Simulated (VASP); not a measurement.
Here is a VASP 6.6.1 calculation.

File INCAR:

```
SYSTEM = GaAs
  ALGO = Normal
  EDIFF = 1E-7
  ENCUT = 520
  GGA = PE
  ISIF = 2
  ISMEAR = -1
  LASPH = .TRUE.
  LCHARG = .FALSE.
  LREAL = .FALSE.
  LWAVE = .FALSE.
  NBANDS = 16
  NELM = 80
  PREC = Accurate
  SIGMA = 0.02
```

Contents of KPOINTS:

```
k-points
0
G
  13 13 13
  0 0 0
```

Contents of POSCAR:

```
GaAs
1.0
    0.0000000000      2.8268500000      2.7703130000
    2.8268500000      0.0000000000      2.7703130000
    2.8268500000      2.8268500000      0.0000000000
Ga As
1 1
Direct
    0.0000000000      0.0000000000      0.0000000000
    0.2500000000      0.2500000000      0.2500000000
```

Potentials or basis: VASP PAW PBE potentials, release 64 (Ga_d, As).

The run is started by

```console
$ cat potpaw_PBE.64/Ga_d/POTCAR potpaw_PBE.64/As/POTCAR > POTCAR
$ mpirun -np 1 vasp_std > vasp.out
```

What does it give for the pressure?

5.1 GPa.

Estimate the band gap on the k mesh.

0.60 eV, direct.

Stress tensor (GPa, compression positive):
```
4.72 0.00 0.00
0.00 4.72 0.00
0.00 0.00 5.86
```

Caveat: the cell differs from its parent crystal (z stretched by -2 %, then relaxed in part). A k mesh can miss the band edges.
